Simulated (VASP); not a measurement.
# HfN (Fm-3m) in VASP: a series of runs

The runs below take HfN through density of states, electric field gradients, with PBE.

All numbers are computed with VASP 6.6.1; they aren't measurements. Logs are shortened: lines on timing, memory, paths and dates and some standing lists are left out, and cuts for length are marked.

### Step 1. The cell of the first run

The structure is cubic, space group Fm-3m (No. 225). The conventional cell has a = 4.518 Å, b = 4.518 Å, c = 4.518 Å, α = 90.00°, β = 90.00°, γ = 90.00°. Within 3.0 Å of Hf (site symmetry m-3m) lie 6 N at 2.26 Å. N (site symmetry m-3m) has 6 Hf at 2.26 Å within 3.0 Å.

### Step 2. Density of states, PBE

Contents of POSCAR:

```
HfN
1.0
    0.0000000000      2.2590000000      2.2590000000
    2.2590000000      0.0000000000      2.2590000000
    2.2590000000      2.2590000000      0.0000000000
Hf N
1 1
Direct
    0.0000000000      0.0000000000      0.0000000000
    0.5000000000      0.5000000000      0.5000000000
```

Contents of INCAR.step1:

```
  PREC = Accurate
  ENCUT = 520
  EDIFF = 1E-6
  ISMEAR = -1
  SIGMA = 0.03
  LREAL = F
  LASPH = T
  NELM = 120
  ALGO = Normal
  ISIF = 2
  LWAVE = F
  LCHARG = T
  LMAXMIX = 4
  GGA = PE
  NBANDS = 14
  GGA_COMPAT = F
  NEDOS = 2001
  LORBIT = 11
```

Contents of KPOINTS.step1:

```
regular mesh
0
Gamma
  10 10 10
```

Contents of INCAR.step2:

```
  PREC = Accurate
  ENCUT = 520
  EDIFF = 1E-6
  ISMEAR = -5
  SIGMA = 0.03
  LREAL = F
  LASPH = T
  NELM = 120
  ALGO = Normal
  ISIF = 2
  LWAVE = F
  LCHARG = F
  LMAXMIX = 4
  GGA = PE
  LORBIT = 11
  NBANDS = 14
  NEDOS = 1001
  ICHARG = 11
  GGA_COMPAT = F
```

Contents of KPOINTS.step2:

```
regular mesh
0
Gamma
  15 15 15
```

Potentials or basis: VASP PAW PBE potentials, release 64 (Hf_pv, N).

Run with:

```
$ cat potpaw_PBE.64/Hf_pv/POTCAR potpaw_PBE.64/N/POTCAR > POTCAR
$ cp INCAR.step1 INCAR
$ cp KPOINTS.step1 KPOINTS
$ mpirun -np 1 vasp_std > vasp.out
$ cp INCAR.step2 INCAR
$ cp KPOINTS.step2 KPOINTS
$ mpirun -np 1 vasp_std > vasp.out
```

OUTCAR:

```text
PREC = Accurate
   ENCUT = 520
   EDIFF = 1E-6
   ISMEAR = -5
   LREAL = F
   LASPH = T
   NELM = 120
   ISIF = 2
   GGA = PE
   LORBIT = 11
   ICHARG = 11

 ion  position               nearest neighbor table
   1  0.000  0.000  0.000-   2 2.26   2 2.26   2 2.26   2 2.26   2 2.26   2 2.26
   2  0.500  0.500  0.500-   1 2.26   1 2.26   1 2.26   1 2.26   1 2.26   1 2.26

  LATTYP: Found a face centered cubic cell.
 ALAT       =     4.5180000000

  Lattice vectors:

 A1 = (   0.0000000000,   2.2590000000,   2.2590000000)
 A2 = (   2.2590000000,   0.0000000000,   2.2590000000)
 A3 = (   2.2590000000,   2.2590000000,   0.0000000000)

Analysis of symmetry for initial positions (statically):
=====================================================================
 Subroutine PRICEL returns:
 Original cell was already a primitive cell.

 Routine SETGRP: Setting up the symmetry group for a
 face centered cubic supercell.

 Subroutine GETGRP returns: Found 48 space group operations
 (whereof 48 operations were pure point group operations)
 out of a pool of 48 trial point group operations.

The static configuration has the point symmetry O_h .

Analysis of symmetry for dynamics (positions and initial velocities):
=====================================================================
 Subroutine PRICEL returns:
 Original cell was already a primitive cell.

 Routine SETGRP: Setting up the symmetry group for a
 face centered cubic supercell.

 Subroutine GETGRP returns: Found 48 space group operations
 (whereof 48 operations were pure point group operations)
 out of a pool of 48 trial point group operations.

The dynamic configuration has the point symmetry O_h .

 Subroutine INISYM returns: Found 48 space group operations
 (whereof 48 operations are pure point group operations),
 and found     1 'primitive' translations

----------------------------------------------------------------------------------------

                                     Primitive cell

  volume of cell :      23.0557

  direct lattice vectors                    reciprocal lattice vectors
     0.000000000  2.259000000  2.259000000    -0.221336875  0.221336875  0.221336875
     2.259000000  0.000000000  2.259000000     0.221336875 -0.221336875  0.221336875
     2.259000000  2.259000000  0.000000000     0.221336875  0.221336875 -0.221336875

  length of vectors
     3.194708437  3.194708437  3.194708437     0.383366713  0.383366713  0.383366713

[... 93 lines left out ...]
   NELECT =      15.0000    total number of electrons
   NUPDOWN=      -1.0000    fix difference up-down
   EMIN   =  10.00;   EMAX   =-10.00  energy-range for DOS
   EFERMI =   0.00;   METHOD = LEGACY
   ISMEAR =    -5;   SIGMA  =   0.03  broadening in eV -4-tet -1-fermi 0-gaus
   EFERMI_NEDOS =   21; number of points for ismear=-14 and -15
   IALGO  =     38    algorithm
   IMIX   =      4    mixing-type and parameters
     AMIX     =   0.40;   BMIX     =  1.00
     AMIX_MAG =   1.60;   BMIX_MAG =  1.00
  volume/ion in A,a.u.               =      11.53        77.79
  Fermi-wavevector in a.u.,A,eV,Ry     =   1.418553  2.680677 27.378918  2.012294
  Thomas-Fermi vector in A             =   2.539667
   LORBIT       =     11    0 simple, 1 ext, 2 COOP (PROOUT), +10 PAW based schemes
   GGA     = PE    functional components
   LHFCALC =     F    Hartree Fock is set to
   AEXX    =    0.0000 exact exchange contribution
   IVDW    =     0    specifies the selected vdW correction
   LEPSILON=     F    determine dielectric tensor
   LRPA    =     F    only Hartree local field effects (RPA)
 non-spin polarized calculation
 Fermi weights with tetrahedron method with Bloechl corrections
  energy-cutoff  :      520.00
  volume of cell :       23.06
 maximum number of plane-waves:       635

 number of electron      15.0000000 magnetization

 Free energy of the ion-electron system (eV)
  ---------------------------------------------------
  ext. energy  EPLUGINS =         0.00000000
  ---------------------------------------------------
  free energy    TOTEN  =       -21.75500163 eV

  energy without entropy =      -21.75500163  energy(sigma->0) =      -21.75500163

 E-fermi :   8.4181     XC(G=0): -12.7322

 val. band max:        8.4264809926   @ k =  -0.1333   0.0667   0.0000
 cond. band min:       8.4522401426   @ k =   0.0667   0.0667   0.0000
 fundamental gap:      0.0257591500
 Fermi energy:         8.4180511500

 k-point     1 :       0.0000    0.0000    0.0000
  band No.  band energies     occupation
      1     -22.7620      2.00000
      2     -22.7620      2.00000
      3     -22.7620      2.00000
      4      -9.1295      2.00000
      5       5.3513      2.00000
      6       5.3513      2.00000
      7       5.3513      2.00000
      8       8.0407      2.00000
      9       8.0407      2.01793
     10       8.0407      2.01793
     11      10.1798      0.00000
     12      10.3567      0.00000
     13      10.3567      0.00000
     14      17.9512      0.00000
[... 377 lines left out ...]
      1     -23.0393      2.00000
      2     -22.8385      2.00000
      3     -22.8289      2.00000
      4      -8.3644      2.00000
      5       2.4652      2.00000
      6       4.4200      2.00000
      7       4.5450      2.00000
      8       7.1049      2.00000
      9       9.9542      0.00000
     10      10.0019      0.00000
     11      11.1404      0.00000
     12      11.1439      0.00000
     13      14.4948      0.00000
     14      20.6160      0.00000

 [... further k-points ...]
[... 5 lines left out ...]
  --------------------------------------------------------------------------------------
  -------------------------------------------------------------------------------------
  Total        0.4338215      0.4338215      0.4338215      0.0000000      0.0000000      0.0000000
  in kB       30.1469193     30.1469193     30.1469193      0.0000000      0.0000000      0.0000000
  external PRESSURE =      30.1469193 kB  Pullay stress =       0.0000000 kB

 VOLUME and BASIS-vectors are now :
 -----------------------------------------------------------------------------
  energy-cutoff  :      520.00
  volume of cell :       23.06
      direct lattice vectors                 reciprocal lattice vectors
     0.000000000  2.259000000  2.259000000    -0.221336875  0.221336875  0.221336875
     2.259000000  0.000000000  2.259000000     0.221336875 -0.221336875  0.221336875
     2.259000000  2.259000000  0.000000000     0.221336875  0.221336875 -0.221336875

 POSITION                                       TOTAL-FORCE (eV/Angst)
 -----------------------------------------------------------------------------------
      0.00000      0.00000      0.00000        -0.000000     -0.000000      0.000000
      2.25900      2.25900      2.25900         0.000000      0.000000      0.000000
 -----------------------------------------------------------------------------------
    total drift:                                0.000000     -0.000000     -0.000000

  FREE ENERGIE OF THE ION-ELECTRON SYSTEM (eV)
  ---------------------------------------------------
  free  energy   TOTEN  =       -21.7550016287 eV

  energy  without entropy=      -21.7550016287  energy(sigma->0) =      -21.75500163

 total charge

# of ion       s       p       d       tot
------------------------------------------
    1        0.291   6.570   1.761   8.622
    2        1.234   2.513   0.000   3.748
--------------------------------------------------
tot          1.525   9.084   1.761  12.370
```

Wall time 33 s (1 thread of Intel Xeon Platinum 8259CL at 2.50GHz (Skylake/Cascade Lake), shared host); peak memory 0.16 GiB.

Results:

* Valence electrons inside the program's atomic spheres: Hf 8.62; N 3.75

Levels at points of the mesh, in eV from the Fermi level:
| k point | band 4 | band 5 | band 6 | band 7 | band 8 | band 9 | band 10 | band 11 | band 12 | band 13 |
| --- | --- | --- | --- | --- | --- | --- | --- | --- | --- | --- |
| (0.00, 0.00, 0.00) | -17.55 | -3.07 | -3.07 | -3.07 | -0.38 | -0.38 | -0.38 | 1.76 | 1.94 | 1.94 |

Caveat: spin-orbit coupling is left out, which moves the levels of the heavy elements; tetrahedron occupations give inexact forces and stress in metals.

### Step 3. Electric field gradients, PBE (volume scaled by 0.94)

Contents of INCAR:

```
SYSTEM = HfN
PREC = Accurate
ENCUT = 520
EDIFF = 1E-8
ISMEAR = -1
SIGMA = 0.03
LREAL = .FALSE.
LASPH = .TRUE.
NELM = 120
ALGO = Normal
ISIF = 2
LWAVE = .FALSE.
LCHARG = .FALSE.
GGA = PE
LEFG = .TRUE.
NBANDS = 14
GGA_COMPAT = .FALSE.
```

Contents of KPOINTS:

```
regular mesh
0
G
  10 10 10
  0 0 0
```

Contents of POSCAR:

```
HfN
1.0
    0.0000000000      2.2128850196      2.2128850196
    2.2128850196      0.0000000000      2.2128850196
    2.2128850196      2.2128850196      0.0000000000
Hf N
1 1
Direct
    0.0000000000      0.0000000000      0.0000000000
    0.5000000000      0.5000000000      0.5000000000
```

Potentials or basis: VASP PAW PBE potentials, release 64 (Hf_pv, N).

Run with:

```
$ cat potpaw_PBE.64/Hf_pv/POTCAR potpaw_PBE.64/N/POTCAR > POTCAR
$ mpirun -np 1 vasp_std > vasp.out
```

OUTCAR:

```text
SYSTEM = HfN
   PREC = Accurate
   ENCUT = 520
   EDIFF = 1E-8
   ISMEAR = -1
   LREAL = .FALSE.
   LASPH = .TRUE.
   NELM = 120
   ISIF = 2
   GGA = PE

 ion  position               nearest neighbor table
   1  0.000  0.000  0.000-   2 2.21   2 2.21   2 2.21   2 2.21   2 2.21   2 2.21
   2  0.500  0.500  0.500-   1 2.21   1 2.21   1 2.21   1 2.21   1 2.21   1 2.21

  LATTYP: Found a face centered cubic cell.
 ALAT       =     4.4257700392

  Lattice vectors:

 A1 = (   0.0000000000,   2.2128850196,   2.2128850196)
 A2 = (   2.2128850196,   0.0000000000,   2.2128850196)
 A3 = (   2.2128850196,   2.2128850196,   0.0000000000)

Analysis of symmetry for initial positions (statically):
=====================================================================
 Subroutine PRICEL returns:
 Original cell was already a primitive cell.

 Routine SETGRP: Setting up the symmetry group for a
 face centered cubic supercell.

 Subroutine GETGRP returns: Found 48 space group operations
 (whereof 48 operations were pure point group operations)
 out of a pool of 48 trial point group operations.

The static configuration has the point symmetry O_h .

Analysis of symmetry for dynamics (positions and initial velocities):
=====================================================================
 Subroutine PRICEL returns:
 Original cell was already a primitive cell.

 Routine SETGRP: Setting up the symmetry group for a
 face centered cubic supercell.

 Subroutine GETGRP returns: Found 48 space group operations
 (whereof 48 operations were pure point group operations)
 out of a pool of 48 trial point group operations.

The dynamic configuration has the point symmetry O_h .

 Subroutine INISYM returns: Found 48 space group operations
 (whereof 48 operations are pure point group operations),
 and found     1 'primitive' translations

----------------------------------------------------------------------------------------

                                     Primitive cell

  volume of cell :      21.6724

  direct lattice vectors                    reciprocal lattice vectors
     0.000000000  2.212885020  2.212885020    -0.225949381  0.225949381  0.225949381
     2.212885020  0.000000000  2.212885020     0.225949381 -0.225949381  0.225949381
     2.212885020  2.212885020  0.000000000     0.225949381  0.225949381 -0.225949381

  length of vectors
     3.129492007  3.129492007  3.129492007     0.391355808  0.391355808  0.391355808

  position of ions in fractional coordinates (direct lattice)
     0.000000000  0.000000000  0.000000000
     0.500000000  0.500000000  0.500000000

  ion indices of the primitive-cell ions
   primitive index   ion index
                 1           1
                 2           2

----------------------------------------------------------------------------------------

 KPOINTS: regular mesh

Automatic generation of k-mesh.
 Grid dimensions read from file:
 generate k-points for:   10   10   10

 Generating k-lattice:

  Cartesian coordinates                     Fractional coordinates (reciprocal lattice)
[... 76 lines left out ...]
   EFERMI_NEDOS =   21; number of points for ismear=-14 and -15
   IALGO  =     38    algorithm
   IMIX   =      4    mixing-type and parameters
     AMIX     =   0.40;   BMIX     =  1.00
     AMIX_MAG =   1.60;   BMIX_MAG =  1.00
  volume/ion in A,a.u.               =      10.84        73.13
  Fermi-wavevector in a.u.,A,eV,Ry     =   1.448115  2.736541 28.531924  2.097037
  Thomas-Fermi vector in A             =   2.565993
   LORBIT       =      0    0 simple, 1 ext, 2 COOP (PROOUT), +10 PAW based schemes
   GGA     = PE    functional components
   LHFCALC =     F    Hartree Fock is set to
   AEXX    =    0.0000 exact exchange contribution
   IVDW    =     0    specifies the selected vdW correction
   LEPSILON=     F    determine dielectric tensor
   LRPA    =     F    only Hartree local field effects (RPA)
 non-spin polarized calculation
  energy-cutoff  :      520.00
  volume of cell :       21.67
 maximum number of plane-waves:       596
   NGX = 11   NGY = 11   NGZ = 11

 number of electron      15.0000002 magnetization

 Free energy of the ion-electron system (eV)
  ---------------------------------------------------
  ext. energy  EPLUGINS =         0.00000000
  ---------------------------------------------------
  free energy    TOTEN  =       -21.63943279 eV

  energy without entropy =      -21.63685245  energy(sigma->0) =      -21.63814262

 E-fermi :   8.9861     XC(G=0): -13.0607

 val. band max:        8.9479600914   @ k =  -0.4000   0.3000   0.0000
 cond. band min:       8.9953168788   @ k =  -0.1000   0.1000   0.0000
 fundamental gap:      0.0473567873
 Fermi energy:         8.9860714903

 k-point     1 :       0.0000    0.0000    0.0000
  band No.  band energies     occupation
      1     -21.9517      2.00000
      2     -21.9517      2.00000
      3     -21.9517      2.00000
      4      -8.9357      2.00000
      5       5.8409      2.00000
      6       5.8409      2.00000
      7       5.8409      2.00000
      8       8.5648      2.00000
      9       8.5648      2.00000
     10       8.5648      2.00000
     11      11.0719      0.00000
     12      11.0719      0.00000
     13      11.3561      0.00000
     14      18.6647      0.00000
[... 377 lines left out ...]
      1     -22.7954      2.00000
      2     -22.2798      2.00000
      3     -22.2430      2.00000
      4      -7.4378      2.00000
      5       2.1877      2.00000
      6       4.1839      2.00000
      7       4.7190      2.00000
      8       6.3206      2.00000
      9      13.3753      0.00000
     10      13.9628      0.00000
     11      14.1091      0.00000
     12      14.3573      0.00000
     13      18.8188      0.00000
     14      21.1067      0.00000

 [... further k-points ...]
[... 5 lines left out ...]
  --------------------------------------------------------------------------------------
  -------------------------------------------------------------------------------------
  Total        3.1194879      3.1194879      3.1194879     -0.0000000      0.0000000      0.0000000
  in kB      230.6148886    230.6148886    230.6148886     -0.0000000      0.0000000      0.0000000
  external PRESSURE =     230.6148886 kB  Pullay stress =       0.0000000 kB

 VOLUME and BASIS-vectors are now :
 -----------------------------------------------------------------------------
  energy-cutoff  :      520.00
  volume of cell :       21.67
      direct lattice vectors                 reciprocal lattice vectors
     0.000000000  2.212885020  2.212885020    -0.225949381  0.225949381  0.225949381
     2.212885020  0.000000000  2.212885020     0.225949381 -0.225949381  0.225949381
     2.212885020  2.212885020  0.000000000     0.225949381  0.225949381 -0.225949381

 POSITION                                       TOTAL-FORCE (eV/Angst)
 -----------------------------------------------------------------------------------
      0.00000      0.00000      0.00000        -0.000000     -0.000000     -0.000000
      2.21289      2.21289      2.21289         0.000000      0.000000      0.000000
 -----------------------------------------------------------------------------------
    total drift:                                0.000000     -0.000000     -0.000000

  FREE ENERGIE OF THE ION-ELECTRON SYSTEM (eV)
  ---------------------------------------------------
  free  energy   TOTEN  =       -21.6394327890 eV

  energy  without entropy=      -21.6368524483  energy(sigma->0) =      -21.63814262

 Electric field gradients (V/A^2)
---------------------------------------------------------------------
 ion       V_xx      V_yy      V_zz      V_xy      V_xz      V_yz
---------------------------------------------------------------------
   1      -0.000     0.000    -0.000    -0.000    -0.000    -0.000
   2      -0.000     0.000     0.000     0.000     0.000     0.000
---------------------------------------------------------------------

 Electric field gradients after diagonalization (V/A^2)
 (convention: |V_zz| > |V_xx| > |V_yy|)
----------------------------------------------------------------------
 ion       V_xx      V_yy      V_zz     asymmetry (V_yy - V_xx)/ V_zz
----------------------------------------------------------------------
   1       0.000     0.000    -0.000       0.000
   2      -0.000    -0.000     0.001       0.000
----------------------------------------------------------------------

           NMR quadrupolar parameters

 Cq : quadrupolar parameter    Cq=e*Q*V_zz/h
 eta: asymmetry parameters     (V_yy - V_xx)/ V_zz
 Q  : nuclear electric quadrupole moment in mb (millibarn)
----------------------------------------------------------------------
 ion       Cq(MHz)       eta       Q (mb)
----------------------------------------------------------------------
   1      -0.000       0.000       1.000
   2       0.000       0.000       1.000
----------------------------------------------------------------------
```

stdout:

```text
POSCAR found type information on POSCAR HfN
 POSCAR found :  2 types and       2 ions
 scaLAPACK will be used
 LDA part: xc-table for (Slater+PW92), standard interpolation
 POSCAR, INCAR and KPOINTS ok, starting setup
 FFT: planning ... GRIDC
 FFT: planning ... GRID_SOFT
 FFT: planning ... GRID
 WAVECAR not read
 entering main loop
ion   1

ion   2
```

It used 23 s of CPU time on 1 thread of AMD EPYC 7R13 Processor (Zen 3) (shared host).

What came out:

```
Free energy : -21.6394 eV
Pressure    : 23.1 GPa
```

Levels at points of the mesh, in eV from the Fermi level:
```tsv
k point	band 5	band 6	band 7	band 8	band 9	band 10	band 11	band 12
(0.00, 0.00, 0.00)	-3.15	-3.15	-3.15	-0.42	-0.42	-0.42	2.09	2.09
(0.50, 0.00, 0.00)	-9.29	-6.55	-6.55	3.53	3.99	3.99	4.73	9.57
(0.50, 0.50, 0.00)	-5.43	-4.13	-3.76	-3.76	4.41	5.99	5.99	6.31
```

Caveat: without QUAD_EFG the Cq values of the log hold for a quadrupole moment of 1 mb, not for the nuclei; spin-orbit coupling is left out, which moves the levels of the heavy elements.

(Continued in part 2 of 2.)
